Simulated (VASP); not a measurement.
# Sn (Fd-3m) in VASP: further runs, part 2 of 3

VASP 6.6.1. Earlier steps stand in the parts before.

## (3) Single point, PBE

This run uses another cell than the first one, of 36.90 Å³/atom, 1.041 times its volume.

Contents of INCAR:

```
SYSTEM = Sn
ALGO     = Normal         ! electronic algorithm
EDIFF    = 1E-6           ! SCF threshold, eV
ENCUT    = 520            ! plane-wave cutoff, eV
GGA      = PE             ! functional
ISIF     = 2              ! what is computed and relaxed
ISMEAR   = -1             ! smearing method
LASPH    = .TRUE.         ! aspherical terms in the spheres
LCHARG   = .FALSE.        ! write CHGCAR
LREAL    = .FALSE.        ! projectors in reciprocal space
LWAVE    = .FALSE.        ! write WAVECAR
NBANDS   = 21             ! bands
NELM     = 80             ! most SCF steps
PREC     = Accurate       ! precision mode
SIGMA    = 0.02           ! smearing width, eV
```

Contents of KPOINTS:

```
k-points
0
G
  6 6 6
  0 0 0
```

Contents of POSCAR:

```
Sn
1.0
    0.0000000000      3.3291268306      3.3291268306
    3.3291268306      0.0000000000      3.3291268306
    3.3291268306      3.3291268306      0.0000000000
Sn
2
Direct
    0.0000000000      0.0000000000      0.0000000000
    0.2500000000      0.2500000000      0.2500000000
```

Potentials or basis: VASP PAW PBE potentials, release 64 (Sn_d).

Launch:

```
$ cat potpaw_PBE.64/Sn_d/POTCAR > POTCAR
$ mpirun -np 1 vasp_std > vasp.out
```

OUTCAR:

```text
SYSTEM = Sn
   EDIFF = 1E-6
   ENCUT = 520
   GGA = PE
   ISIF = 2
   ISMEAR = -1
   LASPH = .TRUE.
   LREAL = .FALSE.
   NELM = 80
   PREC = Accurate

 ion  position               nearest neighbor table
   1  0.000  0.000  0.000-   2 2.88   2 2.88   2 2.88   2 2.88
   2  0.250  0.250  0.250-   1 2.88   1 2.88   1 2.88   1 2.88

  LATTYP: Found a face centered cubic cell.
 ALAT       =     6.6582536612

  Lattice vectors:

 A1 = (   0.0000000000,   3.3291268306,   3.3291268306)
 A2 = (   3.3291268306,   0.0000000000,   3.3291268306)
 A3 = (   3.3291268306,   3.3291268306,   0.0000000000)

Analysis of symmetry for initial positions (statically):
=====================================================================
 Subroutine PRICEL returns:
 Original cell was already a primitive cell.

 Routine SETGRP: Setting up the symmetry group for a
 face centered cubic supercell.

 Subroutine GETGRP returns: Found 48 space group operations
 (whereof 24 operations were pure point group operations)
 out of a pool of 48 trial point group operations.

The static configuration has the point symmetry T_d .
 The point group associated with its full space group is O_h .

Analysis of symmetry for dynamics (positions and initial velocities):
=====================================================================
 Subroutine PRICEL returns:
 Original cell was already a primitive cell.

 Routine SETGRP: Setting up the symmetry group for a
 face centered cubic supercell.

 Subroutine GETGRP returns: Found 48 space group operations
 (whereof 24 operations were pure point group operations)
 out of a pool of 48 trial point group operations.

The dynamic configuration has the point symmetry T_d .
 The point group associated with its full space group is O_h .

[... 99 lines left out ...]
   PSTRESS=    0.0 pullay stress
   NELECT =      28.0000    total number of electrons
   NUPDOWN=      -1.0000    fix difference up-down
   EMIN   =  10.00;   EMAX   =-10.00  energy-range for DOS
   EFERMI =   0.00;   METHOD = LEGACY
   ISMEAR =    -1;   SIGMA  =   0.02  broadening in eV -4-tet -1-fermi 0-gaus
   EFERMI_NEDOS =   21; number of points for ismear=-14 and -15
   IALGO  =     38    algorithm
   IMIX   =      4    mixing-type and parameters
     AMIX     =   0.40;   BMIX     =  1.00
     AMIX_MAG =   1.60;   BMIX_MAG =  1.00
  volume/ion in A,a.u.               =      36.90       248.99
  Fermi-wavevector in a.u.,A,eV,Ry     =   1.185188  2.239680 19.111697  1.404670
  Thomas-Fermi vector in A             =   2.321387
   LORBIT       =      0    0 simple, 1 ext, 2 COOP (PROOUT), +10 PAW based schemes
   GGA     = PE    functional components
   LHFCALC =     F    Hartree Fock is set to
   AEXX    =    0.0000 exact exchange contribution
   IVDW    =     0    specifies the selected vdW correction
   LEPSILON=     F    determine dielectric tensor
   LRPA    =     F    only Hartree local field effects (RPA)
 non-spin polarized calculation
  energy-cutoff  :      520.00
  volume of cell :       73.79
 maximum number of plane-waves:      2012
   NGX = 17   NGY = 17   NGZ = 17

 number of electron      28.0000008 magnetization

 Free energy of the ion-electron system (eV)
  ---------------------------------------------------
  ext. energy  EPLUGINS =         0.00000000
  ---------------------------------------------------
  free energy    TOTEN  =        -7.66040542 eV

  energy without entropy =       -7.65988022  energy(sigma->0) =       -7.66014282

 E-fermi :   4.7200     XC(G=0):  -8.5362

 val. band max:        4.7199567694   @ k =   0.5000   0.0000   0.0000
 cond. band min:       4.8855863340   @ k =   0.3333   0.0000   0.0000
 fundamental gap:      0.1656295646
 Fermi energy:         4.7200131538

 k-point     1 :       0.0000    0.0000    0.0000
  band No.  band energies     occupation
      1     -16.6799      2.00000
      2     -16.6799      2.00000
      3     -16.6799      2.00000
      4     -16.6305      2.00000
      5     -16.6305      2.00000
      6     -16.3789      2.00000
[... 373 lines left out ...]
     20      13.4657      0.00000
     21      14.7522      0.00000

------------------------ aborting loop because EDIFF is reached ----------------------------------------

  FORCE on cell =-STRESS in cart. coord.  units (eV):
  Direction    XX          YY          ZZ          XY          YZ          ZX
  --------------------------------------------------------------------------------------
  -------------------------------------------------------------------------------------
  Total       -0.0309721     -0.0309721     -0.0309721      0.0000000     -0.0000000      0.0000000
  in kB       -0.6724506     -0.6724506     -0.6724506      0.0000000     -0.0000000      0.0000000
  external PRESSURE =      -0.6724506 kB  Pullay stress =       0.0000000 kB

 VOLUME and BASIS-vectors are now :
 -----------------------------------------------------------------------------
  energy-cutoff  :      520.00
  volume of cell :       73.79
      direct lattice vectors                 reciprocal lattice vectors
     0.000000000  3.329126831  3.329126831    -0.150189532  0.150189532  0.150189532
     3.329126831  0.000000000  3.329126831     0.150189532 -0.150189532  0.150189532
     3.329126831  3.329126831  0.000000000     0.150189532  0.150189532 -0.150189532

 POSITION                                       TOTAL-FORCE (eV/Angst)
 -----------------------------------------------------------------------------------
      0.00000      0.00000      0.00000         0.000000      0.000000      0.000000
      1.66456      1.66456      1.66456        -0.000000     -0.000000     -0.000000
 -----------------------------------------------------------------------------------
    total drift:                                0.000000      0.000000      0.000000

  FREE ENERGIE OF THE ION-ELECTRON SYSTEM (eV)
  ---------------------------------------------------
  free  energy   TOTEN  =        -7.6604054210 eV

  energy  without entropy=       -7.6598802162  energy(sigma->0) =       -7.66014282
```

OSZICAR:

```text
N       E                     dE             d eps       ncg     rms          rms(c)
DAV:   1     0.227762979289E+03    0.22776E+03   -0.14670E+04   682   0.186E+03
DAV:   2     0.170115763211E+02   -0.21075E+03   -0.20603E+03   677   0.434E+02
DAV:   3    -0.686291846308E+01   -0.23874E+02   -0.23741E+02   782   0.138E+02
DAV:   4    -0.767078469991E+01   -0.80787E+00   -0.80764E+00   747   0.285E+01
DAV:   5    -0.770497927717E+01   -0.34195E-01   -0.34194E-01  1024   0.537E+00    0.289E+00
DAV:   6    -0.767295281381E+01    0.32026E-01   -0.24455E-02   882   0.199E+00    0.170E+00
DAV:   7    -0.765809243003E+01    0.14860E-01   -0.39989E-02   737   0.209E+00    0.160E-01
DAV:   8    -0.765991807444E+01   -0.18256E-02   -0.55348E-03   747   0.836E-01    0.500E-02
DAV:   9    -0.766038071903E+01   -0.46264E-03   -0.59976E-04   743   0.159E-01    0.125E-02
DAV:  10    -0.766039981302E+01   -0.19094E-04   -0.34264E-05   867   0.463E-02    0.617E-03
DAV:  11    -0.766040544999E+01   -0.56370E-05   -0.84110E-06   579   0.190E-02    0.919E-04
DAV:  12    -0.766040542103E+01    0.28956E-07   -0.30222E-07   564   0.648E-03
   1 F= -.76604054E+01 E0= -.76601428E+01  d E =-.525205E-03
```

stdout:

```text
POSCAR found type information on POSCAR Sn
 POSCAR found :  1 types and       2 ions
 scaLAPACK will be used
 LDA part: xc-table for (Slater+PW92), standard interpolation
 POSCAR, INCAR and KPOINTS ok, starting setup
 FFT: planning ... GRIDC
 FFT: planning ... GRID_SOFT
 FFT: planning ... GRID
 WAVECAR not read
 entering main loop
```

It took 15 s on 1 thread of Intel Xeon 6975P-C (Granite Rapids), shared host; peak memory 0.2 GiB.

What came out:

```yaml
Free_energy: -7.6604 eV
Pressure: -0.1 GPa
Band_gap_on_the_k_mesh: zero (band 14 reaches 4.95 eV, above the bottom of band 15 at 4.72 eV)
```

Caveat: spin-orbit coupling is left out, which moves the levels of the heavy elements.

## (4) Single point, r2SCAN

Contents of POSCAR:

```
Sn
1.0
    0.0000000000      3.2844597764      3.2844597764
    3.2844597764      0.0000000000      3.2844597764
    3.2844597764      3.2844597764      0.0000000000
Sn
2
Direct
    0.0000000000      0.0000000000      0.0000000000
    0.2500000000      0.2500000000      0.2500000000
```

Contents of INCAR.step1:

```
  PREC = Accurate
  ENCUT = 520
  ISMEAR = -1
  SIGMA = 0.02
  LREAL = F
  LASPH = T
  NELM = 100
  NBANDS = 21
  GGA = PE
  ALGO = Normal
  EDIFF = 1E-4
  LWAVE = T
  LCHARG = F
```

Contents of INCAR.step2:

```
  PREC = Accurate
  ENCUT = 520
  EDIFF = 1E-7
  ISMEAR = -1
  SIGMA = 0.02
  LREAL = F
  LASPH = T
  NELM = 100
  ALGO = Normal
  ISIF = 2
  LWAVE = F
  LCHARG = T
  METAGGA = R2SCAN
  LMIXTAU = T
  LELF = T
  LVHAR = T
  NBANDS = 21
  ISTART = 1
```

Contents of KPOINTS:

```
Automatic mesh
0
Gamma
  6 6 6
```

Launch:

```
$ cat potpaw_PBE.64/Sn_d/POTCAR > POTCAR
$ cp INCAR.step1 INCAR
$ mpirun -np 1 vasp_std > vasp.out
$ cp INCAR.step2 INCAR
$ mpirun -np 1 vasp_std > vasp.out
```

Run time: 56 s. Hardware: 1 thread of Intel Xeon 6975P-C (Granite Rapids), shared host; peak memory 0.21 GiB.

It converged, with:

| Quantity | Value |
| --- | --- |
| Free energy | -49.4632 eV |
| Pressure | 0.0 GPa |
| Band gap on the k mesh | zero (filled and empty bands touch) |

Levels at points of the mesh, in eV from the Fermi level:
| k point | band 12 | band 13 | band 14 | band 15 | band 16 | band 17 |
| --- | --- | --- | --- | --- | --- | --- |
| (0.00, 0.00, 0.00) | -0.63 | -0.01 | -0.01 | -0.01 | 2.21 | 2.21 |
| (0.50, 0.00, 0.00) | -6.46 | -1.22 | -1.22 | 0.05 | 3.34 | 3.34 |
| (0.50, 0.50, 0.00) | -7.74 | -2.57 | -2.57 | 0.94 | 0.94 | 7.91 |

Caveat: the PAW data sets were made with another functional, which shifts forces and pressure a little; spin-orbit coupling is left out, which moves the levels of the heavy elements.

## (5) Relaxation of cell and atoms, r2SCAN

This run uses another cell than the first one, of 36.90 Å³/atom, 1.041 times its volume.

Contents of POSCAR:

```
Sn
1.0
    0.0000000000      3.3291268306      3.3291268306
    3.3291268306      0.0000000000      3.3291268306
    3.3291268306      3.3291268306      0.0000000000
Sn
2
Direct
    0.0000000000      0.0000000000      0.0000000000
    0.2500000000      0.2500000000      0.2500000000
```

Contents of INCAR.step1:

```
PREC = Accurate
ENCUT = 600
ISMEAR = -1
SIGMA = 0.02
LREAL = False
LASPH = True
NELM = 80
GGA = PE
ALGO = Normal
EDIFF = 1E-4
LWAVE = True
LCHARG = False
```

Contents of INCAR.step2:

```
PREC = Accurate
ENCUT = 600
EDIFF = 1E-6
ISMEAR = -1
SIGMA = 0.02
LREAL = False
LASPH = True
NELM = 80
ALGO = Normal
ISIF = 3
LWAVE = False
LCHARG = False
METAGGA = R2SCAN
LMIXTAU = True
IBRION = 2
NSW = 80
EDIFFG = -0.005
ISTART = 1
```

KPOINTS is that of step 4.

Potentials or basis: VASP PAW PBE potentials, release 64 (Sn_d).

Launch:

```
$ cat potpaw_PBE.64/Sn_d/POTCAR > POTCAR
$ cp INCAR.step1 INCAR
$ mpirun -np 1 vasp_std > vasp.out
$ cp INCAR.step2 INCAR
$ mpirun -np 1 vasp_std > vasp.out
```

OUTCAR:

```text
PREC = Accurate
   ENCUT = 600
   EDIFF = 1E-6
   ISMEAR = -1
   LREAL = False
   LASPH = True
   NELM = 80
   ISIF = 3
   METAGGA = R2SCAN
   IBRION = 2
   NSW = 80
   EDIFFG = -0.005
   ISTART = 1

 ion  position               nearest neighbor table
   1  0.000  0.000  0.000-   2 2.88   2 2.88   2 2.88   2 2.88
   2  0.250  0.250  0.250-   1 2.88   1 2.88   1 2.88   1 2.88

  LATTYP: Found a face centered cubic cell.
 ALAT       =     6.6582536612

  Lattice vectors:

 A1 = (   0.0000000000,   3.3291268306,   3.3291268306)
 A2 = (   3.3291268306,   0.0000000000,   3.3291268306)
 A3 = (   3.3291268306,   3.3291268306,   0.0000000000)

Analysis of symmetry for initial positions (statically):
=====================================================================
 Subroutine PRICEL returns:
 Original cell was already a primitive cell.

 Routine SETGRP: Setting up the symmetry group for a
 face centered cubic supercell.

 Subroutine GETGRP returns: Found 48 space group operations
 (whereof 24 operations were pure point group operations)
 out of a pool of 48 trial point group operations.

The static configuration has the point symmetry T_d .
 The point group associated with its full space group is O_h .

Analysis of symmetry for dynamics (positions and initial velocities):
=====================================================================
 Subroutine PRICEL returns:
 Original cell was already a primitive cell.

[... 133 lines left out ...]
  volume of cell :       73.79
 maximum number of plane-waves:      2488
 NGX is ok and might be reduce to    40
   NGX = 19   NGY = 19   NGZ = 19

--------------------------------------- Ionic step        1  -------------------------------------------

 number of electron      27.9999997 magnetization

 Free energy of the ion-electron system (eV)
  ---------------------------------------------------
  ext. energy  EPLUGINS =         0.00000000
  ---------------------------------------------------
  free energy    TOTEN  =       -49.45128400 eV

  energy without entropy =      -49.45055650  energy(sigma->0) =      -49.45092025

 E-fermi :   4.7636     XC(G=0):  -9.2288

 val. band max:        4.3821648671   @ k =   0.1667   0.0000   0.0000
 cond. band min:       4.7724484717   @ k =   0.5000   0.0000   0.0000
 fundamental gap:      0.3902836046
 Fermi energy:         4.7636222818

 k-point     1 :       0.0000    0.0000    0.0000
  band No.  band energies     occupation
      1     -17.4682      2.00000
      2     -17.4682      2.00000
      3     -17.4682      2.00000
      4     -17.4120      2.00000
      5     -17.4120      2.00000
      6     -17.1482      2.00000
[... 396 lines left out ...]
--------------------------------------- Ionic step        3  -------------------------------------------

 number of electron      27.9999999 magnetization

 Free energy of the ion-electron system (eV)
  ---------------------------------------------------
  ext. energy  EPLUGINS =         0.00000000
  ---------------------------------------------------
  free energy    TOTEN  =       -49.46586156 eV

  energy without entropy =      -49.46528242  energy(sigma->0) =      -49.46557199

 E-fermi :   5.2098     XC(G=0):  -9.4141

 val. band max:        5.2045012869   @ k =   0.0000   0.0000   0.0000
 cond. band min:       5.2598329874   @ k =   0.5000   0.0000   0.0000
 fundamental gap:      0.0553317005
 Fermi energy:         5.2097798503

 k-point     1 :       0.0000    0.0000    0.0000
  band No.  band energies     occupation
      1     -17.1306      2.00000
      2     -17.1306      2.00000
      3     -17.1306      2.00000
      4     -17.0692      2.00000
      5     -17.0692      2.00000
      6     -16.7753      2.00000
[... 354 lines left out ...]
  FREE ENERGIE OF THE ION-ELECTRON SYSTEM (eV)
  ---------------------------------------------------
  free  energy   TOTEN  =       -49.4658615646 eV

  energy  without entropy=      -49.4652824173  energy(sigma->0) =      -49.46557199

 reached required accuracy - stopping structural energy minimisation
```

It took 3.2 min on 1 thread of Intel Xeon 6975P-C (Granite Rapids), shared host; peak memory 0.27 GiB.

Results:

```yaml
Free_energy: -49.4659 eV
Relaxed_volume: 35.45 Å³/atom
Relaxed_cell: a = 4.646 Å, b = 4.646 Å, c = 4.646 Å, α = 60.00°, β = 60.00°, γ = 60.00°
Space_group_after_relaxing_to_0.05_Å: Fd-3m (No. 227)
Energy_gained_by_relaxing: 7.3 meV/atom
Ionic_steps: 3
Pressure_after_relaxing: 0.0 GPa
Band_gap_on_the_k_mesh: zero (filled and empty bands touch)
```

The path:
| step | energy change (eV) | largest force (eV/Å) | pressure (GPa) | volume (Å³) |
| --- | --- | --- | --- | --- |
| 1 | 0.0000 | 0.0000 | -1.56 | 73.79 |
| 2 | -0.0132 | 0.0000 | 0.53 | 70.03 |
| 3 | -0.0146 | 0.0000 | 0.00 | 70.89 |

Final structure:
```xyz
2
Lattice="0.0000 3.2849 3.2849 3.2849 0.0000 3.2849 3.2849 3.2849 0.0000" Properties=species:S:1:pos:R:3 pbc="T T T"
Sn    0.0000    0.0000    0.0000
Sn    1.6424    1.6424    1.6424
```

Levels at points of the mesh, in eV from the Fermi level:
```csv
k point,band 11,band 12,band 13,band 14,band 15,band 16,band 17,band 18
"(0.00, 0.00, 0.00)",-10.89,-0.64,-0.01,-0.01,-0.01,2.21,2.21,2.21
"(0.50, 0.00, 0.00)",-9.25,-6.46,-1.22,-1.22,0.05,3.34,3.34,5.95
"(0.50, 0.50, 0.00)",-7.74,-7.74,-2.57,-2.57,0.94,0.94,7.91,7.91
```

Caveat: the PAW data sets were made with another functional, which shifts forces and pressure a little; spin-orbit coupling is left out, which moves the levels of the heavy elements.

## (6) Single point, PBE, non-collinear spin, zero start, spin-orbit coupling

Contents of INCAR:

```
SYSTEM = Sn
PREC     = Accurate       ! precision mode
ENCUT    = 520            ! plane-wave cutoff, eV
EDIFF    = 1E-6           ! SCF threshold, eV
ISMEAR   = -1             ! smearing method
SIGMA    = 0.02           ! smearing width, eV
LREAL    = .False.        ! projectors in reciprocal space
LASPH    = .True.         ! aspherical terms in the spheres
NELM     = 150            ! most SCF steps
ALGO     = Normal         ! electronic algorithm
ISIF     = 2              ! what is computed and relaxed
LWAVE    = .False.        ! write WAVECAR
LCHARG   = .False.        ! write CHGCAR
LNONCOLLINEAR= .True.         ! non-collinear magnetism
MAGMOM   = 0 0 0 0 0 0    ! initial moments
LORBIT   = 11             ! projections on sites
LSORBIT  = .True.         ! spin-orbit coupling
GGA_COMPAT= .False.      
LORBMOM  = .True.       
GGA      = PE             ! functional
NBANDS   = 40             ! bands
```

Contents of KPOINTS:

```
regular mesh
0
Gamma
  6 6 6
  0 0 0
```

Contents of POSCAR:

```
Sn
1.0
    0.0000000000      3.2844597764      3.2844597764
    3.2844597764      0.0000000000      3.2844597764
    3.2844597764      3.2844597764      0.0000000000
Sn
2
Direct
    0.0000000000      0.0000000000      0.0000000000
    0.2500000000      0.2500000000      0.2500000000
```

Potentials or basis: VASP PAW PBE potentials, release 64 (Sn_d).

Launch:

```
$ cat potpaw_PBE.64/Sn_d/POTCAR > POTCAR
$ mpirun -np 1 vasp_ncl > vasp.out
```

It took 96 s on 1 thread of Intel Xeon 6975P-C (Granite Rapids), shared host; peak memory 0.38 GiB.

Results (log left out):

```
Free energy                                           : -7.7596 eV
Pressure                                              : 1.5 GPa
Net moment                                            : 0.00 μB per cell
Valence electrons inside the program's atomic spheres : Sn 12.32
```

Moments on the atoms (μB; x, y, z):
```
Sn  0.00 0.00 0.00
Sn  0.00 0.00 0.00
```

(Part 2 of 3 ends here.)
